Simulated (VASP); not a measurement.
# Sc2GaSbAs2 (P4/mmm) in VASP: further runs

Sc2GaSbAs2 is run at these levels: PBE; tasks: single point.

Program: VASP 6.6.1. These are calculated values, not measurements. Logs are shortened: lines on timing, memory, paths and dates and some standing lists are left out, and cuts for length are marked.

### Step 1. The cell of the first run

The structure is tetragonal, space group P4/mmm (No. 123). The conventional cell has a = 4.412 Å, b = 4.412 Å, c = 8.184 Å, α = 90.00°, β = 90.00°, γ = 90.00°. Sc (site symmetry mmm) has 4 As at 2.72 Å and 4 Sc at 3.12 Å within 3.6 Å. Ga (site symmetry 4/mmm) has 2 As at 2.50 Å and 4 Sb at 3.12 Å within 3.3 Å. Within 4.1 Å of Sb (site symmetry 4/mmm) lie 4 Ga at 3.12 Å and 8 As at 4.00 Å. As (site symmetry 4mm) has 1 Ga at 2.50 Å and 4 Sc at 2.72 Å and 1 As at 3.19 Å within 3.3 Å.

### Step 2. Single point, PBE

The input, INCAR:

```
SYSTEM = Sc2GaSbAs2
ALGO = Normal
EDIFF = 1E-6
ENCUT = 520
GGA = PE
ISIF = 2
ISMEAR = 0
LASPH = .True.
LCHARG = .True.
LELF = .True.
LREAL = .False.
LVHAR = .True.
LWAVE = .False.
NBANDS = 34
NELM = 100
PREC = Accurate
SIGMA = 0.1
```

The input, KPOINTS:

```
k-points
0
Gamma
  4 4 4
  0 0 0
```

The input, POSCAR:

```
Sc2GaSbAs2
1.0
    4.4121892858      0.0000000000      0.0000000000
    0.0000000000      4.4121892858      0.0000000000
    0.0000000000      0.0000000000      8.1839625783
Sc Ga Sb As
2 1 1 2
Direct
    0.0000000000      0.5000000000      0.0000000000
    0.5000000000      0.0000000000      0.0000000000
    0.0000000000      0.0000000000      0.5000000000
    0.5000000000      0.5000000000      0.5000000000
    0.0000000000      0.0000000000      0.1950915299
    0.0000000000      0.0000000000      0.8049084701
```

Potentials or basis: VASP PAW PBE potentials, release 64 (Sc_sv, Ga_d, Sb, As).

Run with:

```
$ cat potpaw_PBE.64/Sc_sv/POTCAR potpaw_PBE.64/Ga_d/POTCAR potpaw_PBE.64/Sb/POTCAR potpaw_PBE.64/As/POTCAR > POTCAR
$ mpirun -np 1 vasp_std > vasp.out
```

OUTCAR:

```text
SYSTEM = Sc2GaSbAs2
   EDIFF = 1E-6
   ENCUT = 520
   GGA = PE
   ISIF = 2
   ISMEAR = 0
   LASPH = .True.
   LREAL = .False.
   NELM = 100
   PREC = Accurate

 ion  position               nearest neighbor table
   1  0.000  0.500  0.000-   5 2.72   6 2.72   5 2.72   6 2.72   2 3.12   2 3.12   2 3.12   2 3.12

   2  0.500  0.000  0.000-   5 2.72   6 2.72   5 2.72   6 2.72   1 3.12   1 3.12   1 3.12   1 3.12

   3  0.000  0.000  0.500-   5 2.50   6 2.50   4 3.12   4 3.12   4 3.12   4 3.12
   4  0.500  0.500  0.500-   3 3.12   3 3.12   3 3.12   3 3.12
   5  0.000  0.000  0.195-   3 2.50   2 2.72   1 2.72   1 2.72   2 2.72
   6  0.000  0.000  0.805-   3 2.50   2 2.72   1 2.72   1 2.72   2 2.72

  LATTYP: Found a simple tetragonal cell.
 ALAT       =     4.4121892858
 C/A-ratio  =     1.8548530102

  Lattice vectors:

 A1 = (   4.4121892858,   0.0000000000,   0.0000000000)
 A2 = (   0.0000000000,   4.4121892858,   0.0000000000)
 A3 = (   0.0000000000,   0.0000000000,   8.1839625783)

Analysis of symmetry for initial positions (statically):
=====================================================================
 Subroutine PRICEL returns:
 Original cell was already a primitive cell.

 Routine SETGRP: Setting up the symmetry group for a
 simple tetragonal supercell.

 Subroutine GETGRP returns: Found 16 space group operations
 (whereof 16 operations were pure point group operations)
 out of a pool of 16 trial point group operations.

The static configuration has the point symmetry D_4h.

Analysis of symmetry for dynamics (positions and initial velocities):
=====================================================================
 Subroutine PRICEL returns:
 Original cell was already a primitive cell.

 Routine SETGRP: Setting up the symmetry group for a
 simple tetragonal supercell.

 Subroutine GETGRP returns: Found 16 space group operations
 (whereof 16 operations were pure point group operations)
 out of a pool of 16 trial point group operations.

The dynamic configuration has the point symmetry D_4h.

 Subroutine INISYM returns: Found 16 space group operations
 (whereof 16 operations are pure point group operations),
 and found     1 'primitive' translations

----------------------------------------------------------------------------------------

                                     Primitive cell

  volume of cell :     159.3206

  direct lattice vectors                    reciprocal lattice vectors
     4.412189286  0.000000000  0.000000000     0.226644855  0.000000000  0.000000000
     0.000000000  4.412189286  0.000000000     0.000000000  0.226644855  0.000000000
     0.000000000  0.000000000  8.183962578     0.000000000  0.000000000  0.122190197

  length of vectors
     4.412189286  4.412189286  8.183962578     0.226644855  0.226644855  0.122190197

  position of ions in fractional coordinates (direct lattice)
     0.000000000  0.500000000  0.000000000
     0.500000000  0.000000000  0.000000000
     0.000000000  0.000000000  0.500000000
     0.500000000  0.500000000  0.500000000
     0.000000000  0.000000000  0.195091530
     0.000000000  0.000000000  0.804908470

  ion indices of the primitive-cell ions
   primitive index   ion index
                 1           1
                 2           2
                 3           3
                 4           4
                 5           5
                 6           6

----------------------------------------------------------------------------------------

 KPOINTS: k-points

Automatic generation of k-mesh.
 Grid dimensions read from file:
 generate k-points for:    4    4    4

 Generating k-lattice:

  Cartesian coordinates                     Fractional coordinates (reciprocal lattice)
     0.056661214  0.000000000  0.000000000     0.250000000  0.000000000  0.000000000
     0.000000000  0.056661214  0.000000000     0.000000000  0.250000000  0.000000000
     0.000000000  0.000000000  0.030547549     0.000000000  0.000000000  0.250000000

  Length of vectors
     0.056661214  0.056661214  0.030547549

  Shift w.r.t. Gamma in fractional coordinates (k-lattice)
     0.000000000  0.000000000  0.000000000

 Subroutine IBZKPT returns following result:
 ===========================================

 Found     18 irreducible k-points:

 Following reciprocal coordinates:
            Coordinates               Weight
  0.000000  0.000000  0.000000      1.000000
  0.250000  0.000000  0.000000      4.000000
  0.500000  0.000000  0.000000      2.000000
  0.250000  0.250000  0.000000      4.000000
  0.500000  0.250000  0.000000      4.000000
  0.500000  0.500000  0.000000      1.000000
[... 10 lines left out ...]
  0.500000  0.250000  0.500000      4.000000
  0.500000  0.500000  0.500000      1.000000
   k-points           NKPTS =     18   k-points in BZ     NKDIM =     18   number of bands    NBANDS=     34
   number of dos      NEDOS =    301   number of ions     NIONS =      6
   total plane-waves  NPLWV =  82944
   dimension x,y,z NGX =    36 NGY =   36 NGZ =   64
   dimension x,y,z NGXF=    72 NGYF=   72 NGZF=  128
   ions per type =               2   1   1   2
   NGX,Y,Z   is equivalent  to a cutoff of  13.56, 13.56, 13.00 a.u.
   NGXF,Y,Z  is equivalent  to a cutoff of  27.13, 27.13, 26.00 a.u.
 SYSTEM =  Sc2GaSbAs2
   PREC   = accura    normal or accurate (medium, high low for compatibility)
   ISTART =      0    job   : 0-new  1-cont  2-samecut
   ICHARG =      2    charge: 1-file 2-atom 10-const
   ISPIN  =      1    spin polarized calculation?
   LNONCOLLINEAR =      F non collinear calculations
   LSORBIT =      F    spin-orbit coupling
   LASPH  =      T    aspherical Exc in radial PAW
   ENCUT  =  520.0 eV  38.22 Ry    6.18 a.u.   8.20  8.20 15.22*2*pi/ulx,y,z
   NELM   =    100;   NELMIN=  2; NELMDL= -5     # of ELM steps
   EDIFF  = 0.1E-05   stopping-criterion for ELM
   LREAL  =      F    real-space projection
   EDIFFG = 0.1E-04   stopping-criterion for IOM
   NSW    =      0    number of steps for IOM
   IBRION =     -1    ionic relax: 0-MD 1-quasi-New 2-CG
   NFREE  =      0    steps in history (QN), initial steepest desc. (CG)
   ISIF   =      2    stress and relaxation
   ISYM   =      2    0-nonsym 1-usesym 2-fastsym
   POTIM  = 0.5000    time-step for ionic-motion
   TEBEG  =    0.0;   TEEND  =   0.0 temperature during run
   PSTRESS=    0.0 pullay stress
   NELECT =      50.0000    total number of electrons
   NUPDOWN=      -1.0000    fix difference up-down
   EMIN   =  10.00;   EMAX   =-10.00  energy-range for DOS
   EFERMI =   0.00;   METHOD = LEGACY
   ISMEAR =     0;   SIGMA  =   0.10  broadening in eV -4-tet -1-fermi 0-gaus
   EFERMI_NEDOS =   21; number of points for ismear=-14 and -15
   IALGO  =     38    algorithm
   IMIX   =      4    mixing-type and parameters
     AMIX     =   0.40;   BMIX     =  1.00
     AMIX_MAG =   1.60;   BMIX_MAG =  1.00
  volume/ion in A,a.u.               =      26.55       179.19
  Fermi-wavevector in a.u.,A,eV,Ry     =   1.112519  2.102357 16.839918  1.237699
  Thomas-Fermi vector in A             =   2.249094
   LORBIT       =      0    0 simple, 1 ext, 2 COOP (PROOUT), +10 PAW based schemes
   GGA     = PE    functional components
   LHFCALC =     F    Hartree Fock is set to
   AEXX    =    0.0000 exact exchange contribution
   IVDW    =     0    specifies the selected vdW correction
   LEPSILON=     F    determine dielectric tensor
   LRPA    =     F    only Hartree local field effects (RPA)
 non-spin polarized calculation
 Gauss-broadening in eV      SIGMA  =   0.10
  energy-cutoff  :      520.00
  volume of cell :      159.32
 maximum number of plane-waves:      4326
 NGX is ok and might be reduce to    36
   NGX = 17   NGY = 17   NGZ = 31

 number of electron      49.9999991 magnetization

 Free energy of the ion-electron system (eV)
  ---------------------------------------------------
  ext. energy  EPLUGINS =         0.00000000
  ---------------------------------------------------
  free energy    TOTEN  =       -29.65973101 eV

  energy without entropy =      -29.62789364  energy(sigma->0) =      -29.64381232

 E-fermi :   3.7564     XC(G=0):  -9.3083

 val. band max:        3.7496989222   @ k =   0.5000   0.5000   0.5000
 cond. band min:       3.7662098167   @ k =   0.5000   0.0000   0.0000
 fundamental gap:      0.0165108945
 Fermi energy:         3.7564329603

 k-point     1 :       0.0000    0.0000    0.0000
  band No.  band energies     occupation
      1     -45.8762      2.00000
      2     -45.8057      2.00000
      3     -24.6226      2.00000
      4     -24.6226      2.00000
      5     -24.5968      2.00000
      6     -24.5110      2.00000
[... 26 lines left out ...]
     33       7.1032      0.00000
     34       7.9618      0.00000

 k-point     2 :       0.2500    0.0000    0.0000
  band No.  band energies     occupation
      1     -45.8657      2.00000
      2     -45.8159      2.00000
      3     -24.5895      2.00000
      4     -24.5837      2.00000
      5     -24.5834      2.00000
      6     -24.5227      2.00000
[... 26 lines left out ...]
     33       6.8248      0.00000
     34       6.9769      0.00000

 k-point     3 :       0.5000    0.0000    0.0000
  band No.  band energies     occupation
      1     -45.8408      2.00000
      2     -45.8405      2.00000
      3     -24.5535      2.00000
      4     -24.5509      2.00000
      5     -24.5268      2.00000
      6     -24.5187      2.00000
[... 26 lines left out ...]
     33       6.0291      0.00000
     34       6.1644      0.00000
[... 482 lines left out ...]
 k-point    17 :       0.5000    0.2500    0.5000
  band No.  band energies     occupation
      1     -45.8405      2.00000
      2     -45.8403      2.00000
      3     -24.6460      2.00000
      4     -24.5835      2.00000
      5     -24.5519      2.00000
      6     -24.5506      2.00000
[... 26 lines left out ...]
     33       6.5621      0.00000
     34       6.9756      0.00000

 k-point    18 :       0.5000    0.5000    0.5000
  band No.  band energies     occupation
      1     -45.8401      2.00000
      2     -45.8401      2.00000
      3     -24.6974      2.00000
      4     -24.6468      2.00000
      5     -24.5502      2.00000
      6     -24.5502      2.00000
[... 26 lines left out ...]
     33       6.1778      0.00000
     34       6.7706      0.00000

------------------------ aborting loop because EDIFF is reached ----------------------------------------

  FORCE on cell =-STRESS in cart. coord.  units (eV):
  Direction    XX          YY          ZZ          XY          YZ          ZX
  --------------------------------------------------------------------------------------
  -------------------------------------------------------------------------------------
  Total        0.0462432      0.0462432      0.2322911      0.0000000      0.0000000     -0.0000000
  in kB        0.4650357      0.4650357      2.3359913      0.0000000      0.0000000     -0.0000000
  external PRESSURE =       1.0886876 kB  Pullay stress =       0.0000000 kB

 VOLUME and BASIS-vectors are now :
 -----------------------------------------------------------------------------
  energy-cutoff  :      520.00
  volume of cell :      159.32
      direct lattice vectors                 reciprocal lattice vectors
     4.412189286  0.000000000  0.000000000     0.226644855  0.000000000  0.000000000
     0.000000000  4.412189286  0.000000000     0.000000000  0.226644855  0.000000000
     0.000000000  0.000000000  8.183962578     0.000000000  0.000000000  0.122190197

 POSITION                                       TOTAL-FORCE (eV/Angst)
 -----------------------------------------------------------------------------------
      0.00000      2.20609      0.00000         0.000000     -0.000000      0.000000
      2.20609      0.00000      0.00000         0.000000     -0.000000      0.000000
      0.00000      0.00000      4.09198         0.000000     -0.000000      0.000000
      2.20609      2.20609      4.09198         0.000000     -0.000000      0.000000
      0.00000      0.00000      1.59662         0.000000      0.000000     -0.006102
      0.00000      0.00000      6.58734        -0.000000      0.000000      0.006102
 -----------------------------------------------------------------------------------
    total drift:                                0.000000      0.000000     -0.000000

  FREE ENERGIE OF THE ION-ELECTRON SYSTEM (eV)
  ---------------------------------------------------
  free  energy   TOTEN  =       -29.6597310065 eV

  energy  without entropy=      -29.6278936370  energy(sigma->0) =      -29.64381232
```

Run time: 2.1 min. Hardware: 1 thread of AMD EPYC 7R13 (Zen 3), shared host; peak memory 0.31 GiB.

What came out:

| Property | Result |
| --- | --- |
| Free energy | -29.6597 eV |
| Pressure | 0.1 GPa |
| Largest force | 0.006 eV/Å |
| Band gap on the k mesh | zero (band 25 reaches 4.10 eV, above the bottom of band 26 at 3.49 eV) |

Forces in eV/Å, atoms in the order of the input:
```
Sc   0.000  0.000  0.000
Sc   0.000  0.000  0.000
Ga   0.000  0.000  0.000
Sb   0.000  0.000  0.000
As   0.000  0.000 -0.006
As   0.000  0.000  0.006
```

Caveat: spin-orbit coupling is left out, which moves the levels of the heavy elements.

### Step 3. Single point, PBE

This run uses another cell than the first one, of 42.94 Å³/atom, 1.617 times its volume.

The input, INCAR:

```
PREC     = Accurate       # precision mode
ENCUT    = 520            # plane-wave cutoff, eV
EDIFF    = 1E-6           # SCF threshold, eV
ISMEAR   = 0              # smearing method
SIGMA    = 0.1            # smearing width, eV
LREAL    = False          # projectors in reciprocal space
LASPH    = True           # aspherical terms in the spheres
NELM     = 60             # most SCF steps
ALGO     = Normal         # electronic algorithm
ISIF     = 2              # what is computed and relaxed
LWAVE    = False          # write WAVECAR
LCHARG   = False          # write CHGCAR
GGA      = PE             # functional
NBANDS   = 34             # bands
```

The input, KPOINTS:

```
regular mesh
0
Gamma
  4 4 4
```

The input, POSCAR:

```
Sc2GaSbAs2
1.0
    6.6767809300      0.0000000000      0.0000000000
    0.0000000000      6.6767809300      0.0000000000
    0.0000000000      0.0000000000      5.7798906100
Sc Ga Sb As
2 1 1 2
Direct
    0.0000000000      0.5000000000      0.0000000000
    0.5000000000      0.0000000000      0.0000000000
    0.0000000000      0.0000000000      0.5000000000
    0.5000000000      0.5000000000      0.5000000000
    0.0000000000      0.0000000000      0.3351421500
    0.0000000000      0.0000000000      0.6648578500
```

Potentials or basis: VASP PAW PBE potentials, release 64 (Sc_sv, Ga_d, Sb, As).

Run with:

```
$ cat potpaw_PBE.64/Sc_sv/POTCAR potpaw_PBE.64/Ga_d/POTCAR potpaw_PBE.64/Sb/POTCAR potpaw_PBE.64/As/POTCAR > POTCAR
$ mpirun -np 1 vasp_std > vasp.out
```

Run time: 4.9 min. Hardware: 1 thread of AMD EPYC 7R13 (Zen 3), shared host; peak memory 0.42 GiB.

It converged, with:

- Free energy: 189.4125 eV
- Pressure: 167.2 GPa
- Largest force: 440.536 eV/Å
- Band gap on the k mesh: zero (band 25 reaches 1.80 eV, above the bottom of band 26 at 1.42 eV)

Forces on the atoms (eV/Å):
```
Sc     0.000    0.000    0.000
Sc     0.000    0.000    0.000
Ga     0.000    0.000    0.000
Sb     0.000    0.000    0.000
As     0.000    0.000 -440.536
As     0.000    0.000  440.536
```

Stress tensor (GPa, compression positive):
```
 -6.96   0.00   0.00
  0.00  -6.96   0.00
  0.00   0.00 515.48
```

Levels at points of the mesh, in eV from the Fermi level:
| k point | band 22 | band 23 | band 24 | band 25 | band 26 | band 27 | band 28 | band 29 |
| --- | --- | --- | --- | --- | --- | --- | --- | --- |
| (0.00, 0.00, 0.00) | -0.63 | -0.56 | -0.56 | -0.36 | -0.23 | -0.17 | 0.08 | 0.30 |
| (0.50, 0.00, 0.00) | -1.45 | -0.80 | -0.59 | -0.25 | 0.06 | 0.10 | 0.22 | 0.25 |
| (0.50, 0.50, 0.00) | -1.31 | -1.31 | -0.65 | -0.15 | -0.15 | 0.28 | 0.31 | 0.31 |
| (0.00, 0.00, 0.50) | -1.83 | -0.69 | -0.69 | -0.13 | -0.11 | 0.30 | 0.30 | 0.33 |
| (0.50, 0.00, 0.50) | -1.01 | -0.77 | -0.71 | -0.28 | 0.11 | 0.24 | 0.25 | 0.28 |
| (0.50, 0.50, 0.50) | -1.18 | -0.66 | -0.66 | 0.09 | 0.09 | 0.16 | 0.21 | 0.29 |

Caveat: spin-orbit coupling is left out, which moves the levels of the heavy elements; forces of over 1 eV/Å act on the atoms, so gaps and moduli don't describe the material at rest.
